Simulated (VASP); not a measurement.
Al, 1 atom in the cell. It takes space group I4/mmm (No. 139, tetragonal). The conventional cell has a = 3.182 Å, b = 3.182 Å, c = 3.103 Å, α = 90.00°, β = 90.00°, γ = 90.00°. Al (site symmetry 4/mmm) has 14 Al at 2.73 to 3.18 Å within 3.6 Å.  This cell differs from its parent crystal: strain +0.000 along x and y, -0.025 along z.

| Quantity | Value |
| --- | --- |
| Program | VASP 6.6.1 |
| Task | single point |
| Functional | PBEsol |
| Potentials or basis | VASP PAW PBE potentials, release 64 (Al) |
| Cutoff | 520 eV |
| k mesh | 20 × 20 × 20 |
| Occupations | gaussian, width 0.15 eV |
| Spin | no spin polarisation |
| Dipole correction | no |
| Further INCAR settings | ALGO = Normal; EDIFF = 1e-06; NBANDS = 8 |

Potentials or basis: VASP PAW PBE potentials, release 64 (Al).

Command:

```bash
$ cat potpaw_PBE.64/Al/POTCAR > POTCAR
$ mpirun -np 1 vasp_std > vasp.out
```

Hardware: 1 thread of Intel(R) Xeon(R) Platinum 8488C (Sapphire Rapids), on a shared host.

**Question.** How long does it take, and how much memory?

**Answer.** It took 41 s on 1 thread of Intel(R) Xeon(R) Platinum 8488C (Sapphire Rapids), on a shared host, peak memory 0.17 GiB. Counts: scf iterations 9, k points 641.
